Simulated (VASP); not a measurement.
# AlAs (F-43m) in VASP: notebook

Aim: see how the results for AlAs move with the level of theory and the settings. Levels: LDA, r2SCAN, r2SCAN+D4. Tasks: relaxation of cell and atoms.

Everything below comes from runs of VASP 6.6.1. Logs are shortened: lines on timing, memory, paths and dates and some standing lists are left out, and cuts for length are marked.

**1. The cell of the first run**

It takes space group F-43m (No. 216, cubic). Conventional cell: a = 5.661 Å, b = 5.661 Å, c = 5.661 Å, α = 90.00°, β = 90.00°, γ = 90.00°. Al (site symmetry -43m) has 4 As at 2.45 Å within 3.2 Å. Within 3.2 Å of As (site symmetry -43m) lie 4 Al at 2.45 Å.

**2. Relaxation of cell and atoms, LDA**

File INCAR:

```
SYSTEM = AlAs
PREC = Accurate ; ENCUT = 500
EDIFF = 1E-7 ; ISMEAR = 0
SIGMA = 0.01 ; LREAL = .FALSE.
LASPH = .TRUE. ; NELM = 120
ALGO = Normal ; ISIF = 3
LWAVE = .FALSE. ; LCHARG = .FALSE.
GGA = CA ; IBRION = 2
NSW = 80 ; EDIFFG = -0.03
GGA_COMPAT = .FALSE. ; NELMIN = 4
```

File KPOINTS:

```
Automatic mesh
0
G
  6 6 6
  0 0 0
```

File POSCAR:

```
AlAs
1.0
    0.0000000000      2.8304000000      2.8304000000
    2.8304000000      0.0000000000      2.8304000000
    2.8304000000      2.8304000000      0.0000000000
Al As
1 1
Direct
    0.0000000000      0.0000000000      0.0000000000
    0.2500000000      0.2500000000      0.2500000000
```

Potentials or basis: VASP PAW LDA potentials, release 64 (Al, As).

Run with:

```console
$ cat potpaw_LDA.64/Al/POTCAR potpaw_LDA.64/As/POTCAR > POTCAR
$ mpirun -np 1 vasp_std > vasp.out
```

OUTCAR:

```text
SYSTEM = AlAs
   PREC = Accurate
   ENCUT = 500
   EDIFF = 1E-7
   ISMEAR = 0
   LREAL = .FALSE.
   LASPH = .TRUE.
   NELM = 120
   ISIF = 3
   GGA = CA
   IBRION = 2
   NSW = 80
   EDIFFG = -0.03
   NELMIN = 4

 ion  position               nearest neighbor table
   1  0.000  0.000  0.000-   2 2.45   2 2.45   2 2.45   2 2.45
   2  0.250  0.250  0.250-   1 2.45   1 2.45   1 2.45   1 2.45

  LATTYP: Found a face centered cubic cell.
 ALAT       =     5.6608000000

  Lattice vectors:

 A1 = (   0.0000000000,   2.8304000000,   2.8304000000)
 A2 = (   2.8304000000,   0.0000000000,   2.8304000000)
 A3 = (   2.8304000000,   2.8304000000,   0.0000000000)

Analysis of symmetry for initial positions (statically):
=====================================================================
 Subroutine PRICEL returns:
 Original cell was already a primitive cell.

 Routine SETGRP: Setting up the symmetry group for a
 face centered cubic supercell.

 Subroutine GETGRP returns: Found 24 space group operations
 (whereof 24 operations were pure point group operations)
 out of a pool of 48 trial point group operations.

The static configuration has the point symmetry T_d .

Analysis of symmetry for dynamics (positions and initial velocities):
=====================================================================
 Subroutine PRICEL returns:
 Original cell was already a primitive cell.

 Routine SETGRP: Setting up the symmetry group for a
 face centered cubic supercell.

 Subroutine GETGRP returns: Found 24 space group operations
 (whereof 24 operations were pure point group operations)
 out of a pool of 48 trial point group operations.

The dynamic configuration has the point symmetry T_d .

 Subroutine INISYM returns: Found 24 space group operations
 (whereof 24 operations are pure point group operations),
 and found     1 'primitive' translations

----------------------------------------------------------------------------------------

                                     Primitive cell

  volume of cell :      45.3496

  direct lattice vectors                    reciprocal lattice vectors
     0.000000000  2.830400000  2.830400000    -0.176653477  0.176653477  0.176653477
     2.830400000  0.000000000  2.830400000     0.176653477 -0.176653477  0.176653477
     2.830400000  2.830400000  0.000000000     0.176653477  0.176653477 -0.176653477

  length of vectors
     4.002790067  4.002790067  4.002790067     0.305972797  0.305972797  0.305972797

  position of ions in fractional coordinates (direct lattice)
     0.000000000  0.000000000  0.000000000
     0.250000000  0.250000000  0.250000000

  ion indices of the primitive-cell ions
   primitive index   ion index
                 1           1
                 2           2

----------------------------------------------------------------------------------------

 KPOINTS: Automatic mesh

Automatic generation of k-mesh.
 Grid dimensions read from file:
 generate k-points for:    6    6    6

 Generating k-lattice:

  Cartesian coordinates                     Fractional coordinates (reciprocal lattice)
    -0.029442246  0.029442246  0.029442246     0.166666667  0.000000000  0.000000000
     0.029442246 -0.029442246  0.029442246     0.000000000  0.166666667  0.000000000
     0.029442246  0.029442246 -0.029442246     0.000000000  0.000000000  0.166666667

  Length of vectors
     0.050995466  0.050995466  0.050995466

  Shift w.r.t. Gamma in fractional coordinates (k-lattice)
     0.000000000  0.000000000  0.000000000

 Subroutine IBZKPT returns following result:
 ===========================================

 Found     16 irreducible k-points:

 Following reciprocal coordinates:
            Coordinates               Weight
  0.000000  0.000000  0.000000      1.000000
  0.166667  0.000000  0.000000      8.000000
  0.333333  0.000000  0.000000      8.000000
  0.500000  0.000000  0.000000      4.000000
  0.166667  0.166667  0.000000      6.000000
  0.333333  0.166667  0.000000     24.000000
[... 8 lines left out ...]
 -0.333333  0.333333  0.166667     24.000000
 -0.333333  0.500000  0.166667     12.000000
   k-points           NKPTS =     16   k-points in BZ     NKDIM =     16   number of bands    NBANDS=      8
   number of dos      NEDOS =    301   number of ions     NIONS =      2
   total plane-waves  NPLWV =  27000
   dimension x,y,z NGX =    30 NGY =   30 NGZ =   30
   dimension x,y,z NGXF=    60 NGYF=   60 NGZF=   60
   ions per type =               1   1
   NGX,Y,Z   is equivalent  to a cutoff of  12.46, 12.46, 12.46 a.u.
   NGXF,Y,Z  is equivalent  to a cutoff of  24.92, 24.92, 24.92 a.u.
 SYSTEM =  AlAs
   PREC   = accura    normal or accurate (medium, high low for compatibility)
   ISTART =      0    job   : 0-new  1-cont  2-samecut
   ICHARG =      2    charge: 1-file 2-atom 10-const
   ISPIN  =      1    spin polarized calculation?
   LNONCOLLINEAR =      F non collinear calculations
   LSORBIT =      F    spin-orbit coupling
   LASPH  =      T    aspherical Exc in radial PAW
   ENCUT  =  500.0 eV  36.75 Ry    6.06 a.u.   7.30  7.30  7.30*2*pi/ulx,y,z
   NELM   =    120;   NELMIN=  4; NELMDL= -5     # of ELM steps
   EDIFF  = 0.1E-06   stopping-criterion for ELM
   LREAL  =      F    real-space projection
   EDIFFG = -.3E-01   stopping-criterion for IOM
   NSW    =     80    number of steps for IOM
   IBRION =      2    ionic relax: 0-MD 1-quasi-New 2-CG
   NFREE  =      1    steps in history (QN), initial steepest desc. (CG)
   ISIF   =      3    stress and relaxation
   ISYM   =      2    0-nonsym 1-usesym 2-fastsym
   POTIM  = 0.5000    time-step for ionic-motion
   TEBEG  =    0.0;   TEEND  =   0.0 temperature during run
   PSTRESS=    0.0 pullay stress
   NELECT =       8.0000    total number of electrons
   NUPDOWN=      -1.0000    fix difference up-down
   EMIN   =  10.00;   EMAX   =-10.00  energy-range for DOS
   EFERMI =   0.00;   METHOD = LEGACY
   ISMEAR =     0;   SIGMA  =   0.01  broadening in eV -4-tet -1-fermi 0-gaus
   EFERMI_NEDOS =   21; number of points for ismear=-14 and -15
   IALGO  =     38    algorithm
   IMIX   =      4    mixing-type and parameters
     AMIX     =   0.40;   BMIX     =  1.00
     AMIX_MAG =   1.60;   BMIX_MAG =  1.00
  volume/ion in A,a.u.               =      22.67       153.02
  Fermi-wavevector in a.u.,A,eV,Ry     =   0.918150  1.735052 11.469706  0.843000
  Thomas-Fermi vector in A             =   2.043199
   LORBIT       =      0    0 simple, 1 ext, 2 COOP (PROOUT), +10 PAW based schemes
   GGA     = CA    functional components
   LHFCALC =     F    Hartree Fock is set to
   AEXX    =    0.0000 exact exchange contribution
   IVDW    =     0    specifies the selected vdW correction
   LEPSILON=     F    determine dielectric tensor
   LRPA    =     F    only Hartree local field effects (RPA)
 conjugate gradient relaxation of ions
 non-spin polarized calculation
 Gauss-broadening in eV      SIGMA  =   0.01
  energy-cutoff  :      500.00
  volume of cell :       45.35
 maximum number of plane-waves:      1167
 NGX is ok and might be reduce to    30
   NGX = 15   NGY = 15   NGZ = 15

--------------------------------------- Ionic step        1  -------------------------------------------

 number of electron       8.0000000 magnetization

 Free energy of the ion-electron system (eV)
  ---------------------------------------------------
  ext. energy  EPLUGINS =         0.00000000
  ---------------------------------------------------
  free energy    TOTEN  =       -10.50122625 eV

  energy without entropy =      -10.50122625  energy(sigma->0) =      -10.50122625

------------------------ aborting loop because EDIFF is reached ----------------------------------------

  FORCE on cell =-STRESS in cart. coord.  units (eV):
  Direction    XX          YY          ZZ          XY          YZ          ZX
  --------------------------------------------------------------------------------------
  -------------------------------------------------------------------------------------
  Total       -0.2529840     -0.2529840     -0.2529840     -0.0000000      0.0000000     -0.0000000
  in kB       -8.9377924     -8.9377924     -8.9377924     -0.0000000      0.0000000     -0.0000000
  external PRESSURE =      -8.9377924 kB  Pullay stress =       0.0000000 kB

 VOLUME and BASIS-vectors are now :
 -----------------------------------------------------------------------------
  energy-cutoff  :      500.00
  volume of cell :       45.35
      direct lattice vectors                 reciprocal lattice vectors
     0.000000000  2.830400000  2.830400000    -0.176653477  0.176653477  0.176653477
     2.830400000  0.000000000  2.830400000     0.176653477 -0.176653477  0.176653477
     2.830400000  2.830400000  0.000000000     0.176653477  0.176653477 -0.176653477
[... 37 lines left out ...]
 POSITION                                       TOTAL-FORCE (eV/Angst)
 -----------------------------------------------------------------------------------
      5.62626      5.62626      5.62626        -0.000000     -0.000000     -0.000000
      1.40656      1.40656      1.40656         0.000000      0.000000      0.000000
 -----------------------------------------------------------------------------------
    total drift:                                0.000000      0.000000      0.000000

  FREE ENERGIE OF THE ION-ELECTRON SYSTEM (eV)
  ---------------------------------------------------
  free  energy   TOTEN  =       -10.5023227961 eV

  energy  without entropy=      -10.5023227961  energy(sigma->0) =      -10.50232280

--------------------------------------- Ionic step        3  -------------------------------------------

 number of electron       8.0000000 magnetization

 Free energy of the ion-electron system (eV)
  ---------------------------------------------------
  ext. energy  EPLUGINS =         0.00000000
  ---------------------------------------------------
  free energy    TOTEN  =       -10.50275004 eV

  energy without entropy =      -10.50275004  energy(sigma->0) =      -10.50275004

 E-fermi :   3.9746     XC(G=0):  -9.3228

 val. band max:        3.8918914279   @ k =   0.0000   0.0000   0.0000
 cond. band min:       5.2048983577   @ k =   0.5000   0.5000   0.0000
 fundamental gap:      1.3130069298
 Fermi energy:         3.9745652266

 k-point     1 :       0.0000    0.0000    0.0000
  band No.  band energies     occupation
      1      -8.0703      2.00000
      2       3.8919      2.00000
      3       3.8919      2.00000
      4       3.8919      2.00000
      5       5.8682      0.00000
      6       8.1535      0.00000
      7       8.1535      0.00000
      8       8.1535      0.00000

 k-point     2 :       0.1667    0.0000    0.0000
  band No.  band energies     occupation
      1      -7.7983      2.00000
      2       1.7564      2.00000
      3       3.6251      2.00000
      4       3.6251      2.00000
      5       6.6550      0.00000
      6       8.5924      0.00000
      7       8.5924      0.00000
      8       9.0423      0.00000
[... 174 lines left out ...]
 POSITION                                       TOTAL-FORCE (eV/Angst)
 -----------------------------------------------------------------------------------
      0.00000      0.00000      0.00000         0.000000     -0.000000     -0.000000
      1.40954      1.40954      1.40954        -0.000000      0.000000      0.000000
 -----------------------------------------------------------------------------------
    total drift:                               -0.000000     -0.000000     -0.000000

  FREE ENERGIE OF THE ION-ELECTRON SYSTEM (eV)
  ---------------------------------------------------
  free  energy   TOTEN  =       -10.5027500397 eV

  energy  without entropy=      -10.5027500397  energy(sigma->0) =      -10.50275004

 reached required accuracy - stopping structural energy minimisation
```

Run time: 8.7 s. Hardware: 1 thread of Intel Xeon Platinum 8375C at 2.90GHz (Ice Lake), shared host; peak memory 0.15 GiB.

What came out:

```
Free energy                            : -10.5028 eV
Relaxed volume                         : 22.40 Å³/atom
Relaxed cell                           : a = 3.987 Å, b = 3.987 Å, c = 3.987 Å, α = 60.00°, β = 60.00°, γ = 60.00°
Space group after relaxing (to 0.05 Å) : F-43m (No. 216)
Energy gained by relaxing              : 0.8 meV/atom
Ionic steps                            : 3
Pressure after relaxing                : 0.0 GPa
Band gap on the k mesh                 : 1.31 eV, indirect (least direct gap 1.98 eV)
```

Step by step:
| step | energy change (eV) | largest force (eV/Å) | pressure (GPa) | volume (Å³) |
| --- | --- | --- | --- | --- |
| 1 | 0.0000 | 0.0000 | -0.89 | 45.35 |
| 2 | -0.0011 | 0.0000 | 0.49 | 44.52 |
| 3 | -0.0015 | 0.0000 | 0.00 | 44.81 |

Final structure:
```
Al As
1.0
     0.00000    2.81908    2.81908
     2.81908    0.00000    2.81908
     2.81908    2.81908    0.00000
Al As
1 1
Direct
  0.00000 0.00000 0.00000
  0.25000 0.25000 0.25000
```

**3. Relaxation of cell and atoms, r2SCAN**

POSCAR is that of step 2.

File INCAR.step1:

```
SYSTEM = AlAs
  PREC = Accurate
  ENCUT = 550
  ISMEAR = 0
  SIGMA = 0.01
  LREAL = .False.
  LASPH = .True.
  NELM = 120
  GGA = PE
  ALGO = Normal
  EDIFF = 1E-5
  LWAVE = .True.
  LCHARG = .False.
  GGA_COMPAT = .False.
  IBRION = 2
  ISIF = 3
  EDIFFG = -0.005
  NELMIN = 4
  NSW = 100
```

File INCAR.step2:

```
SYSTEM = AlAs
  PREC = Accurate
  ENCUT = 550
  EDIFF = 1E-7
  ISMEAR = 0
  SIGMA = 0.01
  LREAL = .False.
  LASPH = .True.
  NELM = 120
  ALGO = Normal
  ISIF = 3
  LWAVE = .False.
  LCHARG = .False.
  METAGGA = R2SCAN
  LMIXTAU = .True.
  IBRION = 2
  NSW = 80
  EDIFFG = -0.03
  ISTART = 1
  GGA_COMPAT = .False.
  NELMIN = 4
```

File KPOINTS:

```
regular mesh
0
Gamma
  6 6 6
  0 0 0
```

Potentials or basis: VASP PAW PBE potentials, release 64 (Al, As).

Run with:

```console
$ cat potpaw_PBE.64/Al/POTCAR potpaw_PBE.64/As/POTCAR > POTCAR
$ cp INCAR.step1 INCAR
$ mpirun -np 1 vasp_std > vasp.out
$ cp INCAR.step2 INCAR
$ mpirun -np 1 vasp_std > vasp.out
```

It took 59 s on 1 thread of Intel Xeon Platinum 8375C at 2.90GHz (Ice Lake), shared host; peak memory 0.19 GiB.

Results (log left out):

- Free energy: -22.6870 eV
- Relaxed volume: 22.87 Å³/atom
- Relaxed cell: a = 4.014 Å, b = 4.014 Å, c = 4.014 Å, α = 60.00°, β = 60.00°, γ = 60.00°
- Space group after relaxing (to 0.05 Å): F-43m (No. 216)
- Energy gained by relaxing: 0.4 meV/atom
- Ionic steps: 3
- Pressure after relaxing: 0.0 GPa
- Band gap on the k mesh: 1.80 eV, indirect (least direct gap 2.64 eV)

Step by step:
```tsv
step	energy change (eV)	largest force (eV/Å)	pressure (GPa)	volume (Å³)
1	0.0000	0.0000	0.68	45.35
2	-0.0005	0.0000	-0.39	45.98
3	-0.0008	0.0000	0.02	45.73
```

Final structure:
```cif
data_structure
_symmetry_space_group_name_H-M 'P 1'
_symmetry_Int_Tables_number 1
_cell_length_a 4.0140
_cell_length_b 4.0140
_cell_length_c 4.0140
_cell_angle_alpha 60.000
_cell_angle_beta 60.000
_cell_angle_gamma 60.000
_cell_volume 45.73
loop_
_atom_site_label
_atom_site_type_symbol
_atom_site_fract_x
_atom_site_fract_y
_atom_site_fract_z
_atom_site_occupancy
Al1 Al 0.00000 0.00000 0.00000 1
As1 As 0.25000 0.25000 0.25000 1
```

Levels at points of the mesh, in eV from the valence-band top:
```csv
k point,band 2,band 3,band 4,band 5,band 6,band 7
"(0.00, 0.00, 0.00)",0.00,0.00,0.00,2.64,4.69,4.69
"(0.50, 0.00, 0.00)",-5.66,-0.85,-0.85,2.61,5.10,5.10
"(0.50, 0.50, 0.00)",-5.51,-2.22,-2.22,1.80,2.68,11.11
```

Caveat: the PAW data sets were made with another functional, which shifts forces and pressure a little.

**4. Relaxation of cell and atoms, r2SCAN+D4**

POSCAR is that of step 3.

File INCAR.step1:

```
ALGO = Normal
EDIFF = 1E-5
EDIFFG = -0.005
ENCUT = 550
GGA = PE
GGA_COMPAT = F
IBRION = 2
ISIF = 3
ISMEAR = 0
LASPH = T
LCHARG = F
LREAL = F
LWAVE = T
NELM = 120
NELMIN = 4
NSW = 100
PREC = Accurate
SIGMA = 0.01
```

File INCAR.step2:

```
ALGO = Normal
EDIFF = 1E-7
EDIFFG = -0.03
ENCUT = 550
GGA_COMPAT = F
IBRION = 2
ISIF = 3
ISMEAR = 0
ISTART = 1
IVDW = 13
LASPH = T
LCHARG = F
LMIXTAU = T
LREAL = F
LWAVE = F
METAGGA = R2SCAN
NELM = 120
NELMIN = 4
NSW = 80
PREC = Accurate
SIGMA = 0.01
VDW_A1 = 0.51559235
VDW_A2 = 5.77342911
VDW_S6 = 1.0
VDW_S8 = 0.6018749
```

File KPOINTS:

```
k-points
0
Gamma
  6 6 6
```

Run with:

```console
$ cat potpaw_PBE.64/Al/POTCAR potpaw_PBE.64/As/POTCAR > POTCAR
$ cp INCAR.step1 INCAR
$ mpirun -np 1 vasp_std > vasp.out
$ cp INCAR.step2 INCAR
$ mpirun -np 1 vasp_std > vasp.out
```

Wall time 28 s (1 thread of Intel Xeon Platinum 8375C at 2.90GHz (Ice Lake), shared host); peak memory 0.19 GiB.

It converged, with:

* Free energy: -22.9218 eV
* Pressure after relaxing: -0.1 GPa
* Band gap on the k mesh: 1.79 eV, indirect (least direct gap 2.71 eV)
* Dispersion energy per atom: -0.118 eV

Final structure:
```
CELL_PARAMETERS angstrom
0.00000 2.83040 2.83040
2.83040 0.00000 2.83040
2.83040 2.83040 0.00000
ATOMIC_POSITIONS crystal
Al 0.00000 0.00000 0.00000
As 0.25000 0.25000 0.25000
```

Levels at points of the mesh, in eV from the valence-band top:
```csv
k point,band 1,band 2,band 3,band 4,band 5,band 6,band 7,band 8
"(0.00, 0.00, 0.00)",-12.32,0.00,0.00,0.00,2.71,4.71,4.71,4.71
"(0.50, 0.00, 0.00)",-10.83,-5.70,-0.85,-0.85,2.65,5.10,5.10,8.40
"(0.50, 0.50, 0.00)",-10.25,-5.54,-2.24,-2.24,1.79,2.68,11.18,11.18
```

Caveat: the relaxation stopped at its first step, so nothing moved; the PAW data sets were made with another functional, which shifts forces and pressure a little.

**5. Summary**

| level | potentials or basis | cutoff (eV) | gap on the mesh (eV) | pressure (GPa) | relaxed volume (Å³/atom) |
| --- | --- | --- | --- | --- | --- |
| LDA | VASP PAW LDA potentials, release 64 (Al, As) | 500 | 1.31 | 0.0 | 22.40 |
| r2SCAN | VASP PAW PBE potentials, release 64 (Al, As) | 550 | 1.80 | 0.0 | 22.87 |
| r2SCAN+D4 | VASP PAW PBE potentials, release 64 (Al, As) | 550 | 1.79 | -0.1 | - |

Alike in all rows: task relaxation of cell and atoms; no spin polarisation; cell relaxed; k mesh 6 × 6 × 6; smearing gaussian 0.01 eV.

Caveats: the PAW data sets were made with another functional, which shifts forces and pressure a little (some runs); the relaxation stopped at its first step, so nothing moved (some runs).

Total energies depend on the potentials used, so only differences within one code and one set of settings carry meaning.
